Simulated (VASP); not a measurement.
C19O, 20 atoms in the cell. The cell holds a slab with vacuum, 20 atoms: a = 7.398 Å, b = 7.398 Å, c = 11.000 Å, α = 90.00°, β = 90.00°, γ = 120.00°. 

| Property | Result |
| --- | --- |
| Program | VASP 6.6.1 |
| Task | single point |
| Functional | PBEsol |
| Potentials or basis | VASP PAW PBE potentials, release 64 (C, O) |
| Cutoff | 520 eV |
| k mesh | 2 × 2 × 1 |
| Occupations | fermi-dirac, width 0.02 eV |
| Spin | no spin polarisation |
| Dipole correction | no |
| Further INCAR settings | LREAL = Auto; ALGO = Normal; EDIFF = 1e-06; NBANDS = 57 |

Potentials or basis: VASP PAW PBE potentials, release 64 (C, O).

The run is started by

```bash
$ cat potpaw_PBE.64/C/POTCAR potpaw_PBE.64/O/POTCAR > POTCAR
$ mpirun -np 1 vasp_std > vasp.out
```

Hardware: 1 thread of AMD EPYC 9R45 96-Core Processor (Zen 5), with other jobs on the host.

How long does it take, and how much memory?

It took 3.1 min on 1 thread of AMD EPYC 9R45 96-Core Processor (Zen 5), on a shared host, peak memory 0.55 GiB. Counts: scf iterations 22, k points 4.
